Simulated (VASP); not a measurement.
# MgO (Periclase): relaxation of cell and atoms with PBE+D4

MgO (Periclase):

```
Mg O
1.0
     2.98187    0.00000    0.00000
     1.49093    2.58237    0.00000
     1.49093    0.86079    2.43469
Mg O
1 1
Direct
  0.00000 0.00000 0.00000
  0.50000 0.50000 0.50000
```

- Program: VASP 6.6.1
- Task: relaxation of cell and atoms
- Functional: PBE
- Dispersion: D4
- Potentials or basis: VASP PAW PBE potentials, release 64 (Mg, O)
- Cutoff: 600 eV
- k mesh: 8 × 8 × 8
- Occupations: methfessel-paxton, width 0.05 eV
- Spin: no spin polarisation
- Dipole correction: no
- Further INCAR settings: ALGO = Normal; EDIFF = 1e-06; IBRION = 2; EDIFFG = -0.02; NSW = 80; ISIF = 3

* Pressure after relaxing: 0.0 GPa
* Band gap on the k mesh: 4.69 eV, direct
* Dispersion energy per atom: -0.165 eV

Final structure:
```
Mg O
1.0
     2.98187    0.00000    0.00000
     1.49093    2.58237    0.00000
     1.49093    0.86079    2.43469
Mg O
1 1
Direct
  0.00000 0.00000 0.00000
  0.50000 0.50000 0.50000
```

Levels at points of the mesh, in eV from the valence-band top:
```csv
k point,band 1,band 2,band 3,band 4,band 5,band 6,band 7,band 8
"(0.00, 0.00, 0.00)",-17.24,0.00,0.00,0.00,4.69,15.78,15.78,15.78
"(0.50, 0.00, 0.00)",-15.97,-4.60,-0.65,-0.65,7.88,12.57,16.28,16.28
"(0.50, 0.50, 0.00)",-15.71,-4.07,-1.34,-1.34,9.12,9.93,13.06,18.92
```

Run time: 3.2 s on 1 thread of Intel(R) Xeon(R) 6975P-C (Granite Rapids) (shared host), peak memory 0.14 GiB.

Caveat: the relaxation stopped at its first step, so nothing moved.
